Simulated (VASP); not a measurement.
# SiN2 (P1) in VASP: relaxation of cell and atoms with PBE

Aim: the relaxation of cell and atoms of SiN2 with PBE.

All numbers are computed with VASP 6.6.1; they aren't measurements. Logs are shortened: lines on timing, memory, paths and dates and some standing lists are left out, and cuts for length are marked.

**1. The cell of the first run**

The typed cell holds 6 atoms: a = 2.938 Å, b = 2.842 Å, c = 10.512 Å, α = 90.46°, β = 89.72°, γ = 120.60°.

**2. Relaxation of cell and atoms, PBE**

INCAR reads:

```
PREC = Accurate
ENCUT = 600
EDIFF = 1E-6
ISMEAR = 0
SIGMA = 0.1
LREAL = F
LASPH = T
NELM = 100
ALGO = Normal
ISIF = 3
LWAVE = F
LCHARG = F
GGA = PE
IBRION = 2
NSW = 100
EDIFFG = -0.015
```

KPOINTS reads:

```
regular mesh
0
Gamma
  6 6 2
```

POSCAR reads:

```
SiN2
1.0
    2.9383631803      0.0132466376      0.0071486031
   -1.4577096654      2.4400967673     -0.0115500321
    0.0260713318     -0.0335878241     10.5120452087
Si N
2 4
Direct
    0.2477670793      0.6554418456      0.2346099795
    0.7431004738      0.3734504424      0.7620988511
    0.3843168901      0.7205550930      0.6796579681
    0.7021108873      0.3237003089      0.1602910393
    0.2732605723      0.6788902931      0.8444091562
    0.6494440972      0.2479620169      0.3189330057
```

Potentials or basis: VASP PAW PBE potentials, release 64 (Si, N).

The run is started by

```console
cat potpaw_PBE.64/Si/POTCAR potpaw_PBE.64/N/POTCAR > POTCAR
mpirun -np 1 vasp_std > vasp.out
```

OUTCAR:

```text
PREC = Accurate
   ENCUT = 600
   EDIFF = 1E-6
   ISMEAR = 0
   LREAL = F
   LASPH = T
   NELM = 100
   ISIF = 3
   GGA = PE
   IBRION = 2
   NSW = 100
   EDIFFG = -0.015

 ion  position               nearest neighbor table
   1  0.248  0.655  0.235-   4 1.59   6 1.73   6 1.77   4 1.85   4 2.13   6 2.22
   2  0.743  0.373  0.762-   5 1.60   3 1.82   3 1.84   5 1.95   3 1.98   5 2.15
   3  0.384  0.721  0.680-   5 1.75   2 1.82   2 1.84   2 1.98
   4  0.702  0.324  0.160-   1 1.59   6 1.68   1 1.85   1 2.13
   5  0.273  0.679  0.844-   2 1.60   3 1.75   2 1.95   2 2.15
   6  0.649  0.248  0.319-   4 1.68   1 1.73   1 1.77   1 2.22

  LATTYP: Found a triclinic cell.
 ALAT       =     2.8423798313
 B/A-ratio  =     1.0081437764
 C/A-ratio  =     3.6983555407
 COS(alpha) =     0.0029900233
 COS(beta)  =     0.0080783372
 COS(gamma) =     0.4699965500

  Lattice vectors:

 A1 = (  -1.4577096654,   2.4400967673,  -0.0115500321)
 A2 = (   1.4806535149,   2.4533434049,  -0.0044014290)
 A3 = (  -0.0260713318,   0.0335878241, -10.5120452087)

Analysis of symmetry for initial positions (statically):
=====================================================================
 Subroutine PRICEL returns:
 Original cell was already a primitive cell.

 Routine SETGRP: Setting up the symmetry group for a
 triclinic supercell.

 Subroutine GETGRP returns: Found  1 space group operations
 (whereof  1 operations were pure point group operations)
 out of a pool of  2 trial point group operations.

The static configuration has the point symmetry C_1 .

Analysis of symmetry for dynamics (positions and initial velocities):
=====================================================================
 Subroutine PRICEL returns:
 Original cell was already a primitive cell.

 Routine SETGRP: Setting up the symmetry group for a
 triclinic supercell.

 Subroutine GETGRP returns: Found  1 space group operations
 (whereof  1 operations were pure point group operations)
 out of a pool of  2 trial point group operations.

The dynamic configuration has the point symmetry C_1 .

 Subroutine INISYM returns: Found  1 space group operations
 (whereof  1 operations are pure point group operations),
 and found     1 'primitive' translations

----------------------------------------------------------------------------------------

                                     Primitive cell

  volume of cell :      75.5719

  direct lattice vectors                    reciprocal lattice vectors
     2.938363180  0.013246638  0.007148603     0.339411909  0.202763180 -0.000193925
    -1.457709665  2.440096767 -0.011550032    -0.001845782  0.408723349  0.001310520
     0.026071332 -0.033587824 10.512045209    -0.000232841  0.000311195  0.095130539

  length of vectors
     2.938401735  2.842379831 10.512131198     0.395364880  0.408729617  0.095131333

  position of ions in fractional coordinates (direct lattice)
     0.247767079  0.655441846  0.234609980
     0.743100474  0.373450442  0.762098851
     0.384316890  0.720555093  0.679657968
     0.702110887  0.323700309  0.160291039
     0.273260572  0.678890293  0.844409156
     0.649444097  0.247962017  0.318933006

  ion indices of the primitive-cell ions
   primitive index   ion index
                 1           1
                 2           2
                 3           3
                 4           4
                 5           5
                 6           6

----------------------------------------------------------------------------------------

 KPOINTS: regular mesh

Automatic generation of k-mesh.
 Grid dimensions read from file:
 generate k-points for:    6    6    2

 Generating k-lattice:

  Cartesian coordinates                     Fractional coordinates (reciprocal lattice)
     0.056568651  0.033793863 -0.000032321     0.166666667  0.000000000 -0.000000000
    -0.000307630  0.068120558  0.000218420    -0.000000000  0.166666667  0.000000000
    -0.000116421  0.000155597  0.047565269     0.000000000  0.000000000  0.500000000

  Length of vectors
     0.065894147  0.068121603  0.047565666

  Shift w.r.t. Gamma in fractional coordinates (k-lattice)
     0.000000000  0.000000000  0.000000000

 Subroutine IBZKPT returns following result:
 ===========================================

 Found     40 irreducible k-points:

 Following reciprocal coordinates:
            Coordinates               Weight
  0.000000  0.000000  0.000000      1.000000
  0.166667  0.000000 -0.000000      2.000000
  0.333333  0.000000 -0.000000      2.000000
  0.500000 -0.000000 -0.000000      1.000000
  0.000000  0.166667  0.000000      2.000000
  0.166667  0.166667  0.000000      2.000000
[... 16 lines left out ...]
  0.333333 -0.000000  0.500000      2.000000
  0.500000  0.000000  0.500000      1.000000
 [... further k-points ...]
   k-points           NKPTS =     40   k-points in BZ     NKDIM =     40   number of bands    NBANDS=     18
   number of dos      NEDOS =    301   number of ions     NIONS =      6
   total plane-waves  NPLWV =  48384
   dimension x,y,z NGX =    24 NGY =   24 NGZ =   84
   dimension x,y,z NGXF=    48 NGYF=   48 NGZF=  168
   ions per type =               2   4
   NGX,Y,Z   is equivalent  to a cutoff of  13.58, 14.04, 13.28 a.u.
   NGXF,Y,Z  is equivalent  to a cutoff of  27.16, 28.07, 26.57 a.u.
 SYSTEM =  unknown system
   PREC   = accura    normal or accurate (medium, high low for compatibility)
   ISTART =      0    job   : 0-new  1-cont  2-samecut
   ICHARG =      2    charge: 1-file 2-atom 10-const
   ISPIN  =      1    spin polarized calculation?
   LNONCOLLINEAR =      F non collinear calculations
   LSORBIT =      F    spin-orbit coupling
   LASPH  =      T    aspherical Exc in radial PAW
   ENCUT  =  600.0 eV  44.10 Ry    6.64 a.u.   5.87  5.68 21.00*2*pi/ulx,y,z
   NELM   =    100;   NELMIN=  2; NELMDL= -5     # of ELM steps
   EDIFF  = 0.1E-05   stopping-criterion for ELM
   LREAL  =      F    real-space projection
   EDIFFG = -.1E-01   stopping-criterion for IOM
   NSW    =    100    number of steps for IOM
   IBRION =      2    ionic relax: 0-MD 1-quasi-New 2-CG
   NFREE  =      1    steps in history (QN), initial steepest desc. (CG)
   ISIF   =      3    stress and relaxation
   ISYM   =      2    0-nonsym 1-usesym 2-fastsym
   POTIM  = 0.5000    time-step for ionic-motion
   TEBEG  =    0.0;   TEEND  =   0.0 temperature during run
   PSTRESS=    0.0 pullay stress
   NELECT =      28.0000    total number of electrons
   NUPDOWN=      -1.0000    fix difference up-down
   EMIN   =  10.00;   EMAX   =-10.00  energy-range for DOS
   EFERMI =   0.00;   METHOD = LEGACY
   ISMEAR =     0;   SIGMA  =   0.10  broadening in eV -4-tet -1-fermi 0-gaus
   EFERMI_NEDOS =   21; number of points for ismear=-14 and -15
   IALGO  =     38    algorithm
   IMIX   =      4    mixing-type and parameters
     AMIX     =   0.40;   BMIX     =  1.00
     AMIX_MAG =   1.60;   BMIX_MAG =  1.00
  volume/ion in A,a.u.               =      12.60        85.00
  Fermi-wavevector in a.u.,A,eV,Ry     =   1.175819  2.221977 18.810753  1.382551
  Thomas-Fermi vector in A             =   2.312194
   LORBIT       =      0    0 simple, 1 ext, 2 COOP (PROOUT), +10 PAW based schemes
   GGA     = PE    functional components
   LHFCALC =     F    Hartree Fock is set to
   AEXX    =    0.0000 exact exchange contribution
   IVDW    =     0    specifies the selected vdW correction
   LEPSILON=     F    determine dielectric tensor
   LRPA    =     F    only Hartree local field effects (RPA)
 conjugate gradient relaxation of ions
 non-spin polarized calculation
 Gauss-broadening in eV      SIGMA  =   0.10
  energy-cutoff  :      600.00
  volume of cell :       75.57
 maximum number of plane-waves:      2543
   NGX = 11   NGY = 11   NGZ = 41

--------------------------------------- Ionic step        1  -------------------------------------------

 number of electron      28.0000001 magnetization

 Free energy of the ion-electron system (eV)
  ---------------------------------------------------
  ext. energy  EPLUGINS =         0.00000000
  ---------------------------------------------------
  free energy    TOTEN  =       -39.76672887 eV

  energy without entropy =      -39.76672854  energy(sigma->0) =      -39.76672871

------------------------ aborting loop because EDIFF is reached ----------------------------------------

  FORCE on cell =-STRESS in cart. coord.  units (eV):
  Direction    XX          YY          ZZ          XY          YZ          ZX
  --------------------------------------------------------------------------------------
  -------------------------------------------------------------------------------------
  Total        4.1087301      6.4614066      6.3199666      4.5007943      2.0321558      2.8124652
  in kB       87.1079062    136.9862654    133.9876407     95.4199353     43.0831003     59.6261974
  external PRESSURE =     119.3606041 kB  Pullay stress =       0.0000000 kB
[... 25 lines left out ...]
  energy  without entropy=      -39.7667285416  energy(sigma->0) =      -39.76672871

--------------------------------------- Ionic step        2  -------------------------------------------

 number of electron      28.0000001 magnetization

 E-fermi :   3.0904     XC(G=0):  -8.8646

 val. band max:        3.0097386476   @ k =  -0.0000   0.0000   0.5000
 cond. band min:       3.1684178617   @ k =   0.0000   0.0000   0.0000
 fundamental gap:      0.1586792140
 Fermi energy:         3.0903798423

 k-point     1 :       0.0000    0.0000    0.0000
  band No.  band energies     occupation
      1     -16.3062      2.00000
      2     -15.4129      2.00000
      3     -10.8140      2.00000
      4     -10.5654      2.00000
      5      -2.3797      2.00000
      6      -1.8440      2.00000
[... 10 lines left out ...]
     17       4.1471      0.00000
     18       4.4306      0.00000
[... 556 lines left out ...]
  FREE ENERGIE OF THE ION-ELECTRON SYSTEM (eV)
  ---------------------------------------------------
  free  energy   TOTEN  =       -40.9685636849 eV

  energy  without entropy=      -40.9685636759  energy(sigma->0) =      -40.96856368

[... ionic steps 4 to 90 ...]

--------------------------------------- Ionic step       91  -------------------------------------------

 number of electron      28.0000001 magnetization

------------------------ aborting loop because EDIFF is reached ----------------------------------------

  FORCE on cell =-STRESS in cart. coord.  units (eV):
  Direction    XX          YY          ZZ          XY          YZ          ZX
  --------------------------------------------------------------------------------------
  -------------------------------------------------------------------------------------
  Total       -0.0281557      0.0101370     -0.0078687      0.0077843      0.0042899      0.0033585
  in kB       -0.6313031      0.2272904     -0.1764310      0.1745387      0.0961867      0.0753036
  external PRESSURE =      -0.1934812 kB  Pullay stress =       0.0000000 kB
[... 65 lines left out ...]
  energy  without entropy=      -42.6491441104  energy(sigma->0) =      -42.64914411

--------------------------------------- Ionic step       93  -------------------------------------------

 number of electron      28.0000001 magnetization

 Free energy of the ion-electron system (eV)
  ---------------------------------------------------
  ext. energy  EPLUGINS =         0.00000000
  ---------------------------------------------------
  free energy    TOTEN  =       -42.64917422 eV

  energy without entropy =      -42.64917422  energy(sigma->0) =      -42.64917422

 E-fermi :   3.9672     XC(G=0):  -9.7359

 val. band max:        3.4529442401   @ k =  -0.3333   0.1667   0.0000
 cond. band min:       6.3406091031   @ k =   0.1667   0.0000  -0.0000
 fundamental gap:      2.8876648630
 Fermi energy:         3.9671872598

 k-point     1 :       0.0000    0.0000    0.0000
  band No.  band energies     occupation
      1     -15.6775      2.00000
      2     -15.6254      2.00000
      3      -8.9572      2.00000
      4      -8.6815      2.00000
      5      -0.9608      2.00000
      6      -0.2917      2.00000
[... 10 lines left out ...]
     17       7.9331      0.00000
     18       7.9603      0.00000
[... 516 lines left out ...]
  FREE ENERGIE OF THE ION-ELECTRON SYSTEM (eV)
  ---------------------------------------------------
  free  energy   TOTEN  =       -42.6491742249 eV

  energy  without entropy=      -42.6491742249  energy(sigma->0) =      -42.64917422

 reached required accuracy - stopping structural energy minimisation
```

Wall time 21 min (1 thread of Intel Xeon 6975P-C (Granite Rapids), shared host); peak memory 0.24 GiB.

What came out:

```
Free energy                           : -42.6492 eV
Relaxed volume                        : 11.91 Å³/atom
Relaxed cell                          : a = 2.938 Å, b = 2.938 Å, c = 9.347 Å, α = 89.25°, β = 90.93°, γ = 117.66°
Space group after relaxing (to 0.1 Å) : P1 (No. 1)
Energy gained by relaxing             : 480.4 meV/atom
Ionic steps                           : 93
Pressure after relaxing               : 0.0 GPa
Largest force after relaxing          : 0.015 eV/Å
Band gap on the k mesh                : 2.89 eV (least direct gap 2.94 eV)
```

Forces on the atoms (eV/Å):
```
Si  -0.002  0.004 -0.002
Si  -0.008 -0.010 -0.003
N    0.004  0.013  0.001
N    0.013 -0.006 -0.004
N   -0.005 -0.002  0.005
N   -0.001  0.001  0.003
```

The path:
```
step  energy change (eV)  largest force (eV/Å)  pressure (GPa)  volume (Å³)
   1              0.0000                6.9700           11.94        75.57
   4             -1.2272                3.5160           -5.55        78.86
   7             -1.9221                1.6014           -3.47        76.91
  10             -2.3073                1.2885            2.80        75.82
  13             -2.5362                0.8871           -2.19        79.21
  16             -2.5879                0.2860            0.46        78.15
  19             -2.6205                0.6234           -2.23        78.87
  22             -2.6314                0.7710           -3.10        79.07
  25             -2.6458                0.8134           -3.33        79.05
  28             -2.7064                0.7906            1.86        76.95
  31             -2.7500                0.6448            0.72        77.15
  34             -2.7755                0.7802            0.32        77.11
  37             -2.8403                0.2905            0.27        76.97
  40             -2.8586                0.1935           -0.08        77.20
  43             -2.8619                0.0945           -0.04        77.17
  46             -2.8629                0.0301           -0.04        77.04
  49             -2.8631                0.0453           -0.01        76.94
  52             -2.8637                0.1148           -0.06        76.61
  55             -2.8644                0.0836           -0.11        76.33
  58             -2.8659                0.1130            0.00        75.45
  61             -2.8687                0.2097            0.12        73.91
  64             -2.8736                0.1061           -0.11        72.32
  67             -2.8755                0.0833           -0.05        71.39
  70             -2.8783                0.0854            0.04        70.18
  73             -2.8792                0.0281            0.09        70.08
  76             -2.8796                0.0544            0.00        70.26
  79             -2.8801                0.0728           -0.05        70.52
  82             -2.8809                0.0582            0.03        70.86
  85             -2.8817                0.0683           -0.03        71.19
  88             -2.8822                0.0576            0.06        71.33
  91             -2.8824                0.0197           -0.02        71.46
  93             -2.8824                0.0147           -0.01        71.46
```

Final structure:
```cif
data_structure
_symmetry_space_group_name_H-M 'P 1'
_symmetry_Int_Tables_number 1
_cell_length_a 2.9382
_cell_length_b 2.9382
_cell_length_c 9.3466
_cell_angle_alpha 89.254
_cell_angle_beta 90.930
_cell_angle_gamma 117.660
_cell_volume 71.46
loop_
_atom_site_label
_atom_site_type_symbol
_atom_site_fract_x
_atom_site_fract_y
_atom_site_fract_z
_atom_site_occupancy
Si1 Si 0.28638 0.57693 0.26053 1
Si2 Si 0.60468 0.31267 0.75844 1
N1 N 0.51996 0.78110 0.65910 1
N2 N 0.74911 0.50013 0.16118 1
N3 N 0.23979 0.62132 0.82935 1
N4 N 0.60008 0.20785 0.33140 1
```

Levels at points of the mesh, in eV from the valence-band top:
```
           k point  band 11  band 12  band 13  band 14  band 15  band 16  band 17  band 18
(0.00, 0.00, 0.00)    -0.57    -0.55    -0.35    -0.28     2.91     4.20     4.48     4.51
(0.50, 0.00, 0.00)    -2.59    -1.10    -0.47    -0.33     3.23     3.81     3.93     6.39
(0.00, 0.50, 0.00)    -2.61    -1.07    -0.45    -0.36     3.25     3.81     3.96     6.35
(0.50, 0.50, 0.00)    -2.94    -2.79    -0.70    -0.66     3.64     3.99     5.67     5.99
(0.00, 0.00, 0.50)    -0.57    -0.55    -0.32    -0.29     3.54     3.57     4.48     4.51
(0.50, 0.00, 0.50)    -2.57    -1.11    -0.47    -0.32     3.06     3.88     4.06     6.37
(0.00, 0.50, 0.50)    -2.59    -1.07    -0.44    -0.35     3.04     3.92     4.07     6.33
(0.50, 0.50, 0.50)    -2.88    -2.83    -0.69    -0.65     3.74     3.83     5.81     5.86
```
